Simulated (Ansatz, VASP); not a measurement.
# CdGa2As4 in VASP and in Ansatz

```xyz
7
Lattice="0.0000 5.5742 0.0000 5.5742 0.0000 0.0000 2.7871 2.7871 -5.4022" Properties=species:S:1:pos:R:3 pbc="T T T"
Cd    0.0000    0.0000    0.0000
Ga    2.7871    5.5742   -2.7011
Ga    2.7871    2.7871    0.0000
As    4.2922    4.2364   -3.9436
As    1.4493    4.0692   -1.4586
As    6.8563    6.9121   -3.9436
As    4.1249    1.5050   -1.4586
```

Alike in both runs: task single point; functional r2SCAN; k mesh 7 × 7 × 7; no spin polarisation.

|  | VASP | Ansatz |
| --- | --- | --- |
| version | VASP 6.6.1 | Ansatz 0.2.0 |
| potentials or method | VASP PAW PBE potentials, release 64 (Cd, Ga_d, As), cutoff 520 eV | PAW plane waves |
| occupations | fermi-dirac, width 0.1 eV | fermi-dirac |
| valence electrons in the cell | 58 | 106 |

|  | VASP | Ansatz | Ansatz less VASP |
| --- | --- | --- | --- |
| pressure (GPa) | 5.1 | 5.0 | -0.15 |
| traceless stress, the component that is largest in VASP (GPa) | -0.67 | -0.67 | +0.006 |
| rms of the force components (eV/Å) | 0.417 | 0.414 | -0.0039 |

VASP's potentials were made for PBE, not for r2SCAN. Atom by atom the forces differ by 0.008 eV/Å (rms over components). VASP's potentials hold 58 valence electrons a cell and Ansatz's 106, so a difference there can come from the potentials and not from the codes.
